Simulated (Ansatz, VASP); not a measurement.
## Two plane-wave programs on InSe

Contents of INCAR:

```
SYSTEM = InSe
PREC = Accurate
ENCUT = 520
EDIFF = 1E-7
ISMEAR = -1
SIGMA = 0.05
LREAL = .FALSE.
LASPH = .TRUE.
NELM = 100
ALGO = Normal
ISIF = 2
LWAVE = .FALSE.
LCHARG = .FALSE.
GGA = PS
NBANDS = 48
```

Contents of KPOINTS:

```
regular mesh
0
G
  7 7 2
  0 0 0
```

File POSCAR:

```
InSe
1.0
    4.0068560219      0.0000000000      0.0000000000
   -2.0034280110      3.4700391044      0.0000000000
    0.0000000000      0.0000000000     18.0520649100
In Se
4 4
Direct
    0.3333333333      0.6666666667      0.0773904900
    0.3333333333      0.6666666667      0.9226095100
    0.0000000000      0.0000000000      0.4226063200
    0.0000000000      0.0000000000      0.5773936800
    0.3333333333      0.6666666667      0.3529842800
    0.3333333333      0.6666666667      0.6470157200
    0.6666666667      0.3333333333      0.1469999300
    0.6666666667      0.3333333333      0.8530000700
```

The input input.yaml:

```yaml
crystal:
  lattice:
    - [4.0068560219, 0.0, 0.0]
    - [-2.003428011, 3.4700391044, 0.0]
    - [0.0, 0.0, 18.05206491]
  atoms:
    - { symbol: In, position: [0.3333333333, 0.6666666667, 0.07739049] }
    - { symbol: In, position: [0.3333333333, 0.6666666667, 0.92260951] }
    - { symbol: In, position: [0.0, 0.0, 0.42260632] }
    - { symbol: In, position: [0.0, 0.0, 0.57739368] }
    - { symbol: Se, position: [0.3333333333, 0.6666666667, 0.35298428] }
    - { symbol: Se, position: [0.3333333333, 0.6666666667, 0.64701572] }
    - { symbol: Se, position: [0.6666666667, 0.3333333333, 0.14699993] }
    - { symbol: Se, position: [0.6666666667, 0.3333333333, 0.85300007] }
hamiltonian:
  xc: pbesol
  pseudopotentials: { kind: paw }
kpoints:
  mp_grid: { grid: [7, 7, 2] }
  band_path:
    path:
      - [[0.0, 0.0, 0.0], [0.5, 0.0, 0.0], [0.3333333333, 0.3333333333, 0.0], [0.0, 0.0, 0.0], [0.0, 0.0, 0.5], [0.5, 0.0, 0.5], [0.3333333333, 0.3333333333, 0.5], [0.0, 0.0, 0.5]]
      - [[0.5, 0.0, 0.5], [0.5, 0.0, 0.0]]
      - [[0.3333333333, 0.3333333333, 0.0], [0.3333333333, 0.3333333333, 0.5]]
    npoints: 10
scf:
  occupations: { method: fermi_dirac, width: 0.05 }
  n_extra_bands: 20
output:
  forces: true
  stress: true
  eigenvalues: true
  fatbands: false
  write_density: true
  write_potential: true
  elf: true
  volumetric_format: npy
```

Alike in both runs: functional PBEsol; k mesh 7 × 7 × 2; occupations fermi-dirac, width 0.05 eV; no spin polarisation.

|  | VASP | Ansatz |
| --- | --- | --- |
| version | VASP 6.6.1 | Ansatz 0.2.0 |
| potentials or method | VASP PAW PBE potentials, release 64 (In_d, Se) | Ansatz PAW |
| plane-wave cutoff (eV) | 520 | 420 |
| valence electrons in the cell | 76 | 116 |
| task | single point | band structure |

```csv
,VASP,Ansatz,Ansatz less VASP
gap on the k mesh at the Fermi level (eV),0.75,0.76,+0.011
least direct gap on the mesh (eV),0.75,0.76,+0.011
pressure (GPa),0.2,0.2,-0.06
"traceless stress, the component that is largest in VASP (GPa)",-0.24,-0.23,+0.012
rms of the force components (eV/Å),0.122,0.110,-0.0117
```

VASP's potentials were made for PBE, not for PBEsol. Atom by atom the forces differ by 0.012 eV/Å (rms over components). The functional is the same, so the differences come from potentials, cutoffs and numerics. VASP's potentials hold 76 valence electrons a cell and Ansatz's 116, so a difference there can come from the potentials and not from the codes.
